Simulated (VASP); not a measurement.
# F (C2/m) in VASP: notebook, part 2 of 2

VASP 6.6.1.

### 3 Single point, PBEsol (18.76 Å³/atom)

This run uses another cell than the first one, of 18.76 Å³/atom.

Contents of INCAR:

```
PREC = Accurate
ENCUT = 910
EDIFF = 1E-6
ISMEAR = 0
SIGMA = 0.05
LREAL = False
LASPH = True
NELM = 120
ALGO = Normal
ISIF = 2
LWAVE = False
LCHARG = False
GGA = PS
NBANDS = 22
GGA_COMPAT = False
```

Contents of KPOINTS:

```
Automatic mesh
0
Gamma
  4 4 2
```

Contents of POSCAR:

```
F
1.0
    2.9468168668     -1.8057752945     -0.2272839385
    2.9468168668      1.8057752945     -0.2272839385
   -2.1822163277      0.0000000000      7.2177310154
F
4
Direct
    0.0848459664      0.0848459664      0.0940038325
    0.9151540336      0.9151540336      0.9059961675
    0.5015719855      0.5015719855      0.5937195244
    0.4984280145      0.4984280145      0.4062804756
```

Potentials or basis: VASP PAW PBE potentials, release 64 (F_h).

On the command line:

```sh
cat potpaw_PBE.64/F_h/POTCAR > POTCAR
mpirun -np 1 vasp_std > vasp.out
```

OUTCAR:

```text
PREC = Accurate
   ENCUT = 910
   EDIFF = 1E-6
   ISMEAR = 0
   LREAL = False
   LASPH = True
   NELM = 120
   ISIF = 2
   GGA = PS

 ion  position               nearest neighbor table
   1  0.085  0.085  0.094-   2 1.41
   2  0.915  0.915  0.906-   1 1.41
   3  0.502  0.502  0.594-   4 1.41
   4  0.498  0.498  0.406-   3 1.41

  LATTYP: Found a base centered monoclinic cell.
 ALAT       =     5.9111378381
 B/A-ratio  =     0.6109738409
 C/A-ratio  =     1.2756266745
 COS(beta)  =    -0.3621555463

  Lattice vectors:

 A1 = (   2.9468168668,  -1.8057752945,  -0.2272839385)
 A2 = (   2.9468168668,   1.8057752945,  -0.2272839385)
 A3 = (  -2.1822163277,   0.0000000000,   7.2177310154)

Analysis of symmetry for initial positions (statically):
=====================================================================
 Subroutine PRICEL returns:
 Original cell was already a primitive cell.

 Routine SETGRP: Setting up the symmetry group for a
 base centered monoclinic supercell.

 Subroutine GETGRP returns: Found  4 space group operations
 (whereof  4 operations were pure point group operations)
 out of a pool of  4 trial point group operations.

The static configuration has the point symmetry C_2h.

Analysis of symmetry for dynamics (positions and initial velocities):
=====================================================================
 Subroutine PRICEL returns:
 Original cell was already a primitive cell.

 Routine SETGRP: Setting up the symmetry group for a
 base centered monoclinic supercell.

 Subroutine GETGRP returns: Found  4 space group operations
 (whereof  4 operations were pure point group operations)
 out of a pool of  4 trial point group operations.

The dynamic configuration has the point symmetry C_2h.

 Subroutine INISYM returns: Found  4 space group operations
 (whereof  4 operations are pure point group operations),
 and found     1 'primitive' translations

----------------------------------------------------------------------------------------

                                     Primitive cell

  volume of cell :      75.0240

  direct lattice vectors                    reciprocal lattice vectors
     2.946816867 -1.805775295 -0.227283939     0.173725746 -0.276889379  0.052524423
     2.946816867  1.805775295 -0.227283939     0.173725746  0.276889379  0.052524423
    -2.182216328  0.000000000  7.217731015     0.010941131  0.000000000  0.141855649

  length of vectors
     3.463554828  3.463554828  7.540405103     0.331069748  0.331069748  0.142276960

  position of ions in fractional coordinates (direct lattice)
     0.084845966  0.084845966  0.094003833
     0.915154034  0.915154034  0.905996167
     0.501571985  0.501571985  0.593719524
     0.498428014  0.498428014  0.406280476

  ion indices of the primitive-cell ions
   primitive index   ion index
                 1           1
                 2           2
                 3           3
                 4           4

----------------------------------------------------------------------------------------

[... 26 lines left out ...]
  0.000000  0.000000  0.000000      1.000000
  0.250000  0.000000 -0.000000      4.000000
  0.500000  0.000000 -0.000000      2.000000
  0.250000  0.250000 -0.000000      2.000000
  0.500000  0.250000  0.000000      4.000000
 -0.250000  0.250000  0.000000      2.000000
  0.500000  0.500000 -0.000000      1.000000
  0.000000  0.000000  0.500000      1.000000
  0.250000  0.000000  0.500000      4.000000
  0.500000  0.000000  0.500000      2.000000
  0.250000  0.250000  0.500000      2.000000
  0.500000  0.250000  0.500000      4.000000
 -0.250000  0.250000  0.500000      2.000000
  0.500000  0.500000  0.500000      1.000000
   k-points           NKPTS =     14   k-points in BZ     NKDIM =     14   number of bands    NBANDS=     22
   number of dos      NEDOS =    301   number of ions     NIONS =      4
   total plane-waves  NPLWV = 103680
   dimension x,y,z NGX =    36 NGY =   36 NGZ =   80
   dimension x,y,z NGXF=    72 NGYF=   72 NGZF=  160
   ions per type =               4
   NGX,Y,Z   is equivalent  to a cutoff of  17.28, 17.28, 17.64 a.u.
   NGXF,Y,Z  is equivalent  to a cutoff of  34.56, 34.56, 35.28 a.u.
 SYSTEM =  unknown system
   PREC   = accura    normal or accurate (medium, high low for compatibility)
   ISTART =      0    job   : 0-new  1-cont  2-samecut
   ICHARG =      2    charge: 1-file 2-atom 10-const
   ISPIN  =      1    spin polarized calculation?
   LNONCOLLINEAR =      F non collinear calculations
   LSORBIT =      F    spin-orbit coupling
   LASPH  =      T    aspherical Exc in radial PAW
   ENCUT  =  910.0 eV  66.88 Ry    8.18 a.u.   8.52  8.52 18.55*2*pi/ulx,y,z
   NELM   =    120;   NELMIN=  2; NELMDL= -5     # of ELM steps
   EDIFF  = 0.1E-05   stopping-criterion for ELM
   LREAL  =      F    real-space projection
   EDIFFG = 0.1E-04   stopping-criterion for IOM
   NSW    =      0    number of steps for IOM
   IBRION =     -1    ionic relax: 0-MD 1-quasi-New 2-CG
   NFREE  =      0    steps in history (QN), initial steepest desc. (CG)
   ISIF   =      2    stress and relaxation
   ISYM   =      2    0-nonsym 1-usesym 2-fastsym
   POTIM  = 0.5000    time-step for ionic-motion
   TEBEG  =    0.0;   TEEND  =   0.0 temperature during run
   PSTRESS=    0.0 pullay stress
   NELECT =      28.0000    total number of electrons
   NUPDOWN=      -1.0000    fix difference up-down
   EMIN   =  10.00;   EMAX   =-10.00  energy-range for DOS
   EFERMI =   0.00;   METHOD = LEGACY
   ISMEAR =     0;   SIGMA  =   0.05  broadening in eV -4-tet -1-fermi 0-gaus
   EFERMI_NEDOS =   21; number of points for ismear=-14 and -15
   IALGO  =     38    algorithm
   IMIX   =      4    mixing-type and parameters
     AMIX     =   0.40;   BMIX     =  1.00
     AMIX_MAG =   1.60;   BMIX_MAG =  1.00
  volume/ion in A,a.u.               =      18.76       126.57
  Fermi-wavevector in a.u.,A,eV,Ry     =   1.178675  2.227373 18.902233  1.389275
  Thomas-Fermi vector in A             =   2.315000
   LORBIT       =      0    0 simple, 1 ext, 2 COOP (PROOUT), +10 PAW based schemes
   GGA     = PS    functional components
   LHFCALC =     F    Hartree Fock is set to
   AEXX    =    0.0000 exact exchange contribution
   IVDW    =     0    specifies the selected vdW correction
   LEPSILON=     F    determine dielectric tensor
   LRPA    =     F    only Hartree local field effects (RPA)
 non-spin polarized calculation
 Gauss-broadening in eV      SIGMA  =   0.05
  energy-cutoff  :      910.00
  volume of cell :       75.02
 maximum number of plane-waves:      4697
 NGX is ok and might be reduce to    36
   NGX = 17   NGY = 17   NGZ = 37

 number of electron      28.0000005 magnetization

 Free energy of the ion-electron system (eV)
  ---------------------------------------------------
  ext. energy  EPLUGINS =         0.00000000
  ---------------------------------------------------
  free energy    TOTEN  =        -7.96530833 eV

  energy without entropy =       -7.96530833  energy(sigma->0) =       -7.96530833

 E-fermi :  -5.0274     XC(G=0):  -6.8700

 val. band max:       -5.2619455236   @ k =   0.5000   0.5000  -0.0000
 cond. band min:      -2.2955605023   @ k =   0.0000   0.0000   0.0000
 fundamental gap:      2.9663850212
 Fermi energy:        -5.0273777940

 k-point     1 :       0.0000    0.0000    0.0000
  band No.  band energies     occupation
      1     -30.2171      2.00000
      2     -30.0450      2.00000
      3     -23.7950      2.00000
      4     -23.5206      2.00000
      5     -11.9199      2.00000
      6     -11.2850      2.00000
[... 339 lines left out ...]
     21       9.8803      0.00000
     22       9.9680      0.00000

------------------------ aborting loop because EDIFF is reached ----------------------------------------

  FORCE on cell =-STRESS in cart. coord.  units (eV):
  Direction    XX          YY          ZZ          XY          YZ          ZX
  --------------------------------------------------------------------------------------
  -------------------------------------------------------------------------------------
  Total       -0.4813452     -0.4447524     -0.8890501      0.0000000      0.0000000     -0.0267818
  in kB      -10.2793826     -9.4979235    -18.9861374      0.0000000      0.0000000     -0.5719390
  external PRESSURE =     -12.9211478 kB  Pullay stress =       0.0000000 kB

 VOLUME and BASIS-vectors are now :
 -----------------------------------------------------------------------------
  energy-cutoff  :      910.00
  volume of cell :       75.02
      direct lattice vectors                 reciprocal lattice vectors
     2.946816867 -1.805775295 -0.227283939     0.173725746 -0.276889379  0.052524423
     2.946816867  1.805775295 -0.227283939     0.173725746  0.276889379  0.052524423
    -2.182216328  0.000000000  7.217731015     0.010941131  0.000000000  0.141855649

 POSITION                                       TOTAL-FORCE (eV/Angst)
 -----------------------------------------------------------------------------------
      0.29491      0.00000      0.63993        -0.096523      0.000000     -0.192318
      3.41650      0.00000      6.12324         0.096523      0.000000      0.192318
      1.66046      0.00000      4.05731         0.057840      0.000000     -0.218782
      2.05096      0.00000      2.70585        -0.057840      0.000000      0.218782
 -----------------------------------------------------------------------------------
    total drift:                                0.000000      0.000000     -0.000000

  FREE ENERGIE OF THE ION-ELECTRON SYSTEM (eV)
  ---------------------------------------------------
  free  energy   TOTEN  =        -7.9653083309 eV

  energy  without entropy=       -7.9653083309  energy(sigma->0) =       -7.96530833
```

stdout:

```text
POSCAR found type information on POSCAR F
 POSCAR found :  1 types and       4 ions
 scaLAPACK will be used
 -----------------------------------------------------------------------------
|                                                                             |
|                                                                             |
|     You enforced a specific xc type in the INCAR file but a different       |
|     I HOPE YOU KNOW WHAT YOU ARE DOING!                                     |
|                                                                             |
 -----------------------------------------------------------------------------

 LDA part: xc-table for (Slater+PW92), standard interpolation
 POSCAR, INCAR and KPOINTS ok, starting setup
 FFT: planning ... GRIDC
 FFT: planning ... GRID_SOFT
 FFT: planning ... GRID
 WAVECAR not read
 entering main loop
```

It took 32 s on 1 thread of AMD EPYC 9R45 (Zen 5), shared host; peak memory 0.27 GiB.

What came out:

```yaml
Free_energy: -7.9653 eV
Pressure: -1.3 GPa
Largest_force: 0.226 eV/Å
Band_gap_on_the_k_mesh: 2.97 eV (least direct gap 3.04 eV)
```

Forces in eV/Å, atoms in the order of the input:
```
F   -0.097  0.000 -0.192
F    0.097  0.000  0.192
F    0.058  0.000 -0.219
F   -0.058  0.000  0.219
```

Caveat: the k points lie up to 0.52 Å⁻¹ apart; the cutoff is under 1.25 times the usual one of these potentials, so pressure, stress and relaxed cells hold a basis-set (Pulay) error; this functional lacks dispersion, which holds the molecules together, so the pressure and a relaxed volume are unreliable; the PAW data sets were made with another functional, which shifts forces and pressure a little.
